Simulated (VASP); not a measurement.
Runs of VASP 6.6.1 on PbSe. The structure is that of space group Fm-3m (No. 225), or close to it. The cells are those of the table. 

```tsv
spin	cell	k mesh	cutoff (eV)	pressure (GPa)	moment (μB)
non-collinear, zero start, SOC	a = 4.390 Å, angles 60.0°, 2 atoms	10 × 10 × 10	520	0.1	0.00
non-collinear, zero start, SOC	a = 4.419 Å, angles 60.0°, 2 atoms	10 × 10 × 10	520	(a)	0.00
non-collinear, zero start, SOC	a = 4.330 Å, angles 60.0°, 2 atoms	10 × 10 × 10	520	(b)	0.00
non-collinear, zero start, SOC	a = 4.360 Å, angles 60.0°, 2 atoms	10 × 10 × 10	520	1.0	0.00
non-collinear, zero start, SOC	a = 4.447 Å, angles 60.0°, 2 atoms	10 × 10 × 10	520	-1.6	0.00
non-collinear, zero start, SOC	a = 4.490 Å, angles 60.0°, 2 atoms	10 × 10 × 10	520	(c)	0.00
off	a = 4.362 Å, angles 60.0°, 2 atoms	6 × 6 × 6	500	1.1	-
non-collinear, zero start, SOC	a = 4.396 Å, angles 60.0°, 2 atoms	10 × 10 × 10	520	-0.1	0.00
```

Alike in all rows: task single point; level PBE; potentials or basis VASP PAW PBE potentials, release 64 (Pb_d, Se); smearing gaussian 0.05 eV.

Task: Estimate the missing entries.

Result: (a) -0.8; (b) 2.1; (c) -2.6.
